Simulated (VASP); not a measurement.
# PbF2 (Fm-3m) in VASP: further runs

PbF2 is run at these levels: PBE; tasks: single point.

Everything below comes from runs of VASP 6.6.1. Logs are shortened: lines on timing, memory, paths and dates and some standing lists are left out, and cuts for length are marked.

## (1) The cell of the first run

Symmetry: Fm-3m, No. 225, cubic system. Conventional cell: a = 5.921 Å, b = 5.921 Å, c = 5.921 Å, α = 90.00°, β = 90.00°, γ = 90.00°. Within 3.4 Å of Pb (site symmetry m-3m) lie 8 F at 2.56 Å. Within 3.4 Å of F (site symmetry -43m) lie 4 Pb at 2.56 Å and 6 F at 2.96 Å.

## (2) Single point, PBE

Input file INCAR:

```
SYSTEM = PbF2
PREC = Accurate ; ENCUT = 600
EDIFF = 1E-6 ; ISMEAR = 0
SIGMA = 0.01 ; LREAL = .FALSE.
LASPH = .TRUE. ; NELM = 120
ALGO = Normal ; ISIF = 2
LWAVE = .FALSE. ; LCHARG = .FALSE.
GGA = PE ; NBANDS = 21
GGA_COMPAT = .FALSE.
```

Input file KPOINTS:

```
regular mesh
0
G
  6 6 6
  0 0 0
```

Input file POSCAR:

```
PbF2
1.0
    0.0000000000      2.9604388884      2.9604388884
    2.9604388884      0.0000000000      2.9604388884
    2.9604388884      2.9604388884      0.0000000000
Pb F
1 2
Direct
    0.0000000000      0.0000000000      0.0000000000
    0.2500000000      0.2500000000      0.2500000000
    0.7500000000      0.7500000000      0.7500000000
```

Potentials or basis: VASP PAW PBE potentials, release 64 (Pb_d, F).

Command:

```bash
> cat potpaw_PBE.64/Pb_d/POTCAR potpaw_PBE.64/F/POTCAR > POTCAR
> mpirun -np 1 vasp_std > vasp.out
```

OUTCAR:

```text
SYSTEM = PbF2
   PREC = Accurate
   ENCUT = 600
   EDIFF = 1E-6
   ISMEAR = 0
   LREAL = .FALSE.
   LASPH = .TRUE.
   NELM = 120
   ISIF = 2
   GGA = PE

 ion  position               nearest neighbor table
   1  0.000  0.000  0.000-   3 2.56   3 2.56   3 2.56   2 2.56   3 2.56   2 2.56   2 2.56   2 2.56

   2  0.250  0.250  0.250-   1 2.56   1 2.56   1 2.56   1 2.56
   3  0.750  0.750  0.750-   1 2.56   1 2.56   1 2.56   1 2.56

  LATTYP: Found a face centered cubic cell.
 ALAT       =     5.9208777768

  Lattice vectors:

 A1 = (   0.0000000000,   2.9604388884,   2.9604388884)
 A2 = (   2.9604388884,   0.0000000000,   2.9604388884)
 A3 = (   2.9604388884,   2.9604388884,   0.0000000000)

Analysis of symmetry for initial positions (statically):
=====================================================================
 Subroutine PRICEL returns:
 Original cell was already a primitive cell.

 Routine SETGRP: Setting up the symmetry group for a
 face centered cubic supercell.

 Subroutine GETGRP returns: Found 48 space group operations
 (whereof 48 operations were pure point group operations)
 out of a pool of 48 trial point group operations.

The static configuration has the point symmetry O_h .

Analysis of symmetry for dynamics (positions and initial velocities):
=====================================================================
 Subroutine PRICEL returns:
 Original cell was already a primitive cell.

 Routine SETGRP: Setting up the symmetry group for a
 face centered cubic supercell.

 Subroutine GETGRP returns: Found 48 space group operations
 (whereof 48 operations were pure point group operations)
 out of a pool of 48 trial point group operations.

The dynamic configuration has the point symmetry O_h .

 Subroutine INISYM returns: Found 48 space group operations
 (whereof 48 operations are pure point group operations),
 and found     1 'primitive' translations

----------------------------------------------------------------------------------------

                                     Primitive cell

  volume of cell :      51.8917

  direct lattice vectors                    reciprocal lattice vectors
     0.000000000  2.960438888  2.960438888    -0.168893876  0.168893876  0.168893876
     2.960438888  0.000000000  2.960438888     0.168893876 -0.168893876  0.168893876
[... 75 lines left out ...]
   LASPH  =      T    aspherical Exc in radial PAW
   ENCUT  =  600.0 eV  44.10 Ry    6.64 a.u.   8.36  8.36  8.36*2*pi/ulx,y,z
   NELM   =    120;   NELMIN=  2; NELMDL= -5     # of ELM steps
   EDIFF  = 0.1E-05   stopping-criterion for ELM
   LREAL  =      F    real-space projection
   EDIFFG = 0.1E-04   stopping-criterion for IOM
   NSW    =      0    number of steps for IOM
   IBRION =     -1    ionic relax: 0-MD 1-quasi-New 2-CG
   NFREE  =      0    steps in history (QN), initial steepest desc. (CG)
   ISIF   =      2    stress and relaxation
   ISYM   =      2    0-nonsym 1-usesym 2-fastsym
   POTIM  = 0.5000    time-step for ionic-motion
   TEBEG  =    0.0;   TEEND  =   0.0 temperature during run
   PSTRESS=    0.0 pullay stress
   NELECT =      28.0000    total number of electrons
   NUPDOWN=      -1.0000    fix difference up-down
   EMIN   =  10.00;   EMAX   =-10.00  energy-range for DOS
   EFERMI =   0.00;   METHOD = LEGACY
   ISMEAR =     0;   SIGMA  =   0.01  broadening in eV -4-tet -1-fermi 0-gaus
   EFERMI_NEDOS =   21; number of points for ismear=-14 and -15
   IALGO  =     38    algorithm
   IMIX   =      4    mixing-type and parameters
     AMIX     =   0.40;   BMIX     =  1.00
     AMIX_MAG =   1.60;   BMIX_MAG =  1.00
  volume/ion in A,a.u.               =      17.30       116.73
  Fermi-wavevector in a.u.,A,eV,Ry     =   1.332789  2.518606 24.168391  1.776327
  Thomas-Fermi vector in A             =   2.461697
   LORBIT       =      0    0 simple, 1 ext, 2 COOP (PROOUT), +10 PAW based schemes
   GGA     = PE    functional components
   LHFCALC =     F    Hartree Fock is set to
   AEXX    =    0.0000 exact exchange contribution
   IVDW    =     0    specifies the selected vdW correction
   LEPSILON=     F    determine dielectric tensor
   LRPA    =     F    only Hartree local field effects (RPA)
 non-spin polarized calculation
 Gauss-broadening in eV      SIGMA  =   0.01
  energy-cutoff  :      600.00
  volume of cell :       51.89
 maximum number of plane-waves:      1759
 NGX is ok and might be reduce to    36
   NGX = 17   NGY = 17   NGZ = 17

 number of electron      28.0000008 magnetization

 Free energy of the ion-electron system (eV)
  ---------------------------------------------------
  ext. energy  EPLUGINS =         0.00000000
  ---------------------------------------------------
  free energy    TOTEN  =       -14.33430637 eV

  energy without entropy =      -14.33430637  energy(sigma->0) =      -14.33430637

 E-fermi :   2.0071     XC(G=0):  -9.4224

 val. band max:        1.9053522234   @ k =  -0.3333   0.3333   0.1667
 cond. band min:       6.3446915389   @ k =   0.5000   0.5000   0.0000
 fundamental gap:      4.4393393155
 Fermi energy:         2.0070920677

 k-point     1 :       0.0000    0.0000    0.0000
  band No.  band energies     occupation
      1     -19.1963      2.00000
      2     -18.5715      2.00000
      3     -12.5123      2.00000
      4     -12.5123      2.00000
      5     -12.5123      2.00000
      6     -12.4543      2.00000
[... 373 lines left out ...]
     20      17.2882      0.00000
     21      18.5634      0.00000

------------------------ aborting loop because EDIFF is reached ----------------------------------------

  FORCE on cell =-STRESS in cart. coord.  units (eV):
  Direction    XX          YY          ZZ          XY          YZ          ZX
  --------------------------------------------------------------------------------------
  -------------------------------------------------------------------------------------
  Total        0.8732666      0.8732666      0.8732666      0.0000000      0.0000000     -0.0000000
  in kB       26.9624365     26.9624365     26.9624365      0.0000000      0.0000000     -0.0000000
  external PRESSURE =      26.9624365 kB  Pullay stress =       0.0000000 kB

 VOLUME and BASIS-vectors are now :
 -----------------------------------------------------------------------------
  energy-cutoff  :      600.00
  volume of cell :       51.89
      direct lattice vectors                 reciprocal lattice vectors
     0.000000000  2.960438888  2.960438888    -0.168893876  0.168893876  0.168893876
     2.960438888  0.000000000  2.960438888     0.168893876 -0.168893876  0.168893876
     2.960438888  2.960438888  0.000000000     0.168893876  0.168893876 -0.168893876

 POSITION                                       TOTAL-FORCE (eV/Angst)
 -----------------------------------------------------------------------------------
      0.00000      0.00000      0.00000         0.000000      0.000000      0.000000
      1.48022      1.48022      1.48022        -0.000000     -0.000000     -0.000000
      4.44066      4.44066      4.44066         0.000000      0.000000      0.000000
 -----------------------------------------------------------------------------------
    total drift:                                0.000000      0.000000      0.000000

  FREE ENERGIE OF THE ION-ELECTRON SYSTEM (eV)
  ---------------------------------------------------
  free  energy   TOTEN  =       -14.3343063688 eV

  energy  without entropy=      -14.3343063688  energy(sigma->0) =      -14.33430637
```

OSZICAR:

```text
N       E                     dE             d eps       ncg     rms          rms(c)
DAV:   1     0.320050335512E+03    0.32005E+03   -0.15891E+04   672   0.170E+03
DAV:   2     0.141362953387E+02   -0.30591E+03   -0.28695E+03   715   0.448E+02
DAV:   3    -0.153765020817E+02   -0.29513E+02   -0.29201E+02   795   0.146E+02
DAV:   4    -0.162309507181E+02   -0.85445E+00   -0.85384E+00   782   0.263E+01
DAV:   5    -0.162596658738E+02   -0.28715E-01   -0.28711E-01   796   0.505E+00    0.799E+00
DAV:   6    -0.143403393106E+02    0.19193E+01   -0.86617E+00   911   0.232E+01    0.265E+00
DAV:   7    -0.143391155264E+02    0.12238E-02   -0.45180E-01   707   0.411E+00    0.157E+00
DAV:   8    -0.143367354560E+02    0.23801E-02   -0.10459E-01   687   0.357E+00    0.558E-01
DAV:   9    -0.143331522532E+02    0.35832E-02   -0.20440E-02   908   0.108E+00    0.104E-01
DAV:  10    -0.143343134836E+02   -0.11612E-02   -0.15966E-03   687   0.338E-01    0.341E-02
DAV:  11    -0.143342969112E+02    0.16572E-04   -0.13662E-04   793   0.991E-02    0.937E-03
DAV:  12    -0.143343077689E+02   -0.10858E-04   -0.25744E-05   700   0.383E-02    0.917E-03
DAV:  13    -0.143343063402E+02    0.14287E-05   -0.89655E-06   921   0.271E-02    0.942E-04
DAV:  14    -0.143343063688E+02   -0.28691E-07   -0.39553E-07   486   0.498E-03
   1 F= -.14334306E+02 E0= -.14334306E+02  d E =-.697444E-48
```

Wall time 19 s (1 thread of Intel Xeon Platinum 8488C (Sapphire Rapids), shared host); peak memory 0.2 GiB.

What came out:

```
Free energy            : -14.3343 eV
Pressure               : 2.7 GPa
Band gap on the k mesh : 4.44 eV (least direct gap 4.56 eV)
```

Levels at points of the mesh, in eV from the valence-band top:
```csv
k point,band 10,band 11,band 12,band 13,band 14,band 15,band 16,band 17,band 18,band 19
"(0.00, 0.00, 0.00)",-2.47,-2.47,-1.98,-1.98,-1.98,6.80,6.80,6.80,10.67,15.18
"(0.50, 0.00, 0.00)",-2.68,-2.68,-2.14,-2.14,-0.01,5.05,7.70,7.70,13.25,13.78
"(0.50, 0.50, 0.00)",-3.56,-1.55,-1.55,-1.55,-0.12,4.44,7.93,7.93,8.98,14.24
```

Caveat: spin-orbit coupling is left out, which moves the levels of the heavy elements. A k mesh can miss the band edges.

## (3) Single point, PBE

Input file INCAR:

```
PREC = Accurate
ENCUT = 600
EDIFF = 1E-6
ISMEAR = 0
SIGMA = 0.05
LREAL = False
LASPH = True
NELM = 120
ALGO = Normal
ISIF = 2
LWAVE = False
LCHARG = True
GGA = PE
LELF = True
LVHAR = True
NBANDS = 21
GGA_COMPAT = False
```

Input file KPOINTS:

```
Automatic mesh
0
Gamma
  6 6 6
```

POSCAR is that of step 2.

Potentials or basis: VASP PAW PBE potentials, release 64 (Pb_d, F).

Command:

```bash
> cat potpaw_PBE.64/Pb_d/POTCAR potpaw_PBE.64/F/POTCAR > POTCAR
> mpirun -np 1 vasp_std > vasp.out
```

OUTCAR:

```text
PREC = Accurate
   ENCUT = 600
   EDIFF = 1E-6
   ISMEAR = 0
   LREAL = False
   LASPH = True
   NELM = 120
   ISIF = 2
   GGA = PE

 ion  position               nearest neighbor table
   1  0.000  0.000  0.000-   3 2.56   3 2.56   3 2.56   2 2.56   3 2.56   2 2.56   2 2.56   2 2.56

   2  0.250  0.250  0.250-   1 2.56   1 2.56   1 2.56   1 2.56
   3  0.750  0.750  0.750-   1 2.56   1 2.56   1 2.56   1 2.56

  LATTYP: Found a face centered cubic cell.
 ALAT       =     5.9208777768

  Lattice vectors:
[... 565 lines left out ...]

  FORCE on cell =-STRESS in cart. coord.  units (eV):
  Direction    XX          YY          ZZ          XY          YZ          ZX
  --------------------------------------------------------------------------------------
  -------------------------------------------------------------------------------------
  Total        0.8732666      0.8732666      0.8732666     -0.0000000      0.0000000      0.0000000
  in kB       26.9624366     26.9624366     26.9624366     -0.0000000      0.0000000      0.0000000
  external PRESSURE =      26.9624366 kB  Pullay stress =       0.0000000 kB

 VOLUME and BASIS-vectors are now :
 -----------------------------------------------------------------------------
  energy-cutoff  :      600.00
  volume of cell :       51.89
      direct lattice vectors                 reciprocal lattice vectors
     0.000000000  2.960438888  2.960438888    -0.168893876  0.168893876  0.168893876
     2.960438888  0.000000000  2.960438888     0.168893876 -0.168893876  0.168893876
     2.960438888  2.960438888  0.000000000     0.168893876  0.168893876 -0.168893876

 POSITION                                       TOTAL-FORCE (eV/Angst)
 -----------------------------------------------------------------------------------
      0.00000      0.00000      0.00000         0.000000      0.000000      0.000000
      1.48022      1.48022      1.48022         0.000000     -0.000000      0.000000
      4.44066      4.44066      4.44066        -0.000000     -0.000000     -0.000000
 -----------------------------------------------------------------------------------
    total drift:                                0.000000      0.000000      0.000000

  FREE ENERGIE OF THE ION-ELECTRON SYSTEM (eV)
  ---------------------------------------------------
  free  energy   TOTEN  =       -14.3343063689 eV

  energy  without entropy=      -14.3343063689  energy(sigma->0) =      -14.33430637
```

stdout:

```text
POSCAR found type information on POSCAR PbF
 POSCAR found :  2 types and       3 ions
 scaLAPACK will be used
 LDA part: xc-table for (Slater+PW92), standard interpolation
 POSCAR, INCAR and KPOINTS ok, starting setup
 FFT: planning ... GRIDC
 FFT: planning ... GRID_SOFT
 FFT: planning ... GRID
 WAVECAR not read
 entering main loop
```

Wall time 21 s (1 thread of Intel Xeon Platinum 8488C (Sapphire Rapids), shared host); peak memory 0.2 GiB.

What came out:

| Property | Result |
| --- | --- |
| Free energy | -14.3343 eV |
| Pressure | 2.7 GPa |
| Band gap on the k mesh | 4.44 eV (least direct gap 4.56 eV) |

Caveat: spin-orbit coupling is left out, which moves the levels of the heavy elements.

## (4) Single point, PBE

Input file INCAR:

```
SYSTEM = PbF2
ALGO = Normal
EDIFF = 1E-6
ENCUT = 600
GGA = PE
GGA_COMPAT = .FALSE.
ISIF = 2
ISMEAR = 1
LASPH = .TRUE.
LCHARG = .FALSE.
LREAL = .FALSE.
LWAVE = .FALSE.
NBANDS = 21
NELM = 120
PREC = Accurate
SIGMA = 0.2
```

Input file KPOINTS:

```
k-points
0
G
  6 6 6
  0 0 0
```

POSCAR is that of step 3.

Command:

```bash
> cat potpaw_PBE.64/Pb_d/POTCAR potpaw_PBE.64/F/POTCAR > POTCAR
> mpirun -np 1 vasp_std > vasp.out
```

Run time: 18 s. Hardware: 1 thread of Intel Xeon Platinum 8488C (Sapphire Rapids), shared host; peak memory 0.2 GiB.

The run converged. Its results:

```yaml
Free_energy: -14.3290 eV
Pressure: 2.7 GPa
Band_gap_on_the_k_mesh: 4.44 eV (least direct gap 4.56 eV)
```

Levels at points of the mesh, in eV from the valence-band top:
```csv
k point,band 10,band 11,band 12,band 13,band 14,band 15,band 16,band 17,band 18,band 19
"(0.00, 0.00, 0.00)",-2.47,-2.47,-1.98,-1.98,-1.98,6.80,6.80,6.80,10.67,15.18
"(0.50, 0.00, 0.00)",-2.68,-2.68,-2.14,-2.14,-0.01,5.05,7.70,7.70,13.25,13.78
"(0.50, 0.50, 0.00)",-3.56,-1.55,-1.55,-1.55,-0.12,4.44,7.93,7.93,8.98,14.24
```

Caveat: spin-orbit coupling is left out, which moves the levels of the heavy elements.

## (5) Single point, PBE

Input file INCAR:

```
PREC     = Accurate       # precision mode
ENCUT    = 600            # plane-wave cutoff, eV
EDIFF    = 1E-6           # SCF threshold, eV
ISMEAR   = -1             # smearing method
SIGMA    = 0.2            # smearing width, eV
LREAL    = F              # projectors in reciprocal space
LASPH    = T              # aspherical terms in the spheres
NELM     = 120            # most SCF steps
ALGO     = Normal         # electronic algorithm
ISIF     = 2              # what is computed and relaxed
LWAVE    = F              # write WAVECAR
LCHARG   = F              # write CHGCAR
GGA      = PE             # functional
NBANDS   = 21             # bands
GGA_COMPAT= F
```

Input file KPOINTS:

```
regular mesh
0
Gamma
  6 6 6
```

POSCAR is that of step 4.

Command:

```bash
> cat potpaw_PBE.64/Pb_d/POTCAR potpaw_PBE.64/F/POTCAR > POTCAR
> mpirun -np 1 vasp_std > vasp.out
```

Wall time 22 s (1 thread of Intel Xeon Platinum 8488C (Sapphire Rapids), shared host); peak memory 0.2 GiB.

It converged, with:

```yaml
Free_energy: -14.3343 eV
Pressure: 2.7 GPa
Band_gap_on_the_k_mesh: 4.44 eV (least direct gap 4.56 eV)
```

Levels at points of the mesh, in eV from the valence-band top:
| k point | band 12 | band 13 | band 14 | band 15 | band 16 | band 17 |
| --- | --- | --- | --- | --- | --- | --- |
| (0.00, 0.00, 0.00) | -1.98 | -1.98 | -1.98 | 6.80 | 6.80 | 6.80 |
| (0.50, 0.00, 0.00) | -2.14 | -2.14 | -0.01 | 5.05 | 7.70 | 7.70 |
| (0.50, 0.50, 0.00) | -1.55 | -1.55 | -0.12 | 4.44 | 7.93 | 7.93 |

Caveat: spin-orbit coupling is left out, which moves the levels of the heavy elements. A k mesh can miss the band edges.

## (6) The runs side by side

```csv
smearing,gap on the mesh (eV),pressure (GPa)
gaussian 0.01 eV,4.44,2.7
gaussian 0.05 eV,4.44,2.7
methfessel-paxton 0.2 eV,4.44,2.7
fermi-dirac 0.2 eV,4.44,2.7
```

Alike in all rows: task single point; level PBE; potentials or basis VASP PAW PBE potentials, release 64 (Pb_d, F); no spin polarisation; cell as given; k mesh 6 × 6 × 6; cutoff (eV) 600.

Caveats: spin-orbit coupling is left out, which moves the levels of the heavy elements.

Total energies depend on the potentials used, so only differences within one code and one set of settings carry meaning.
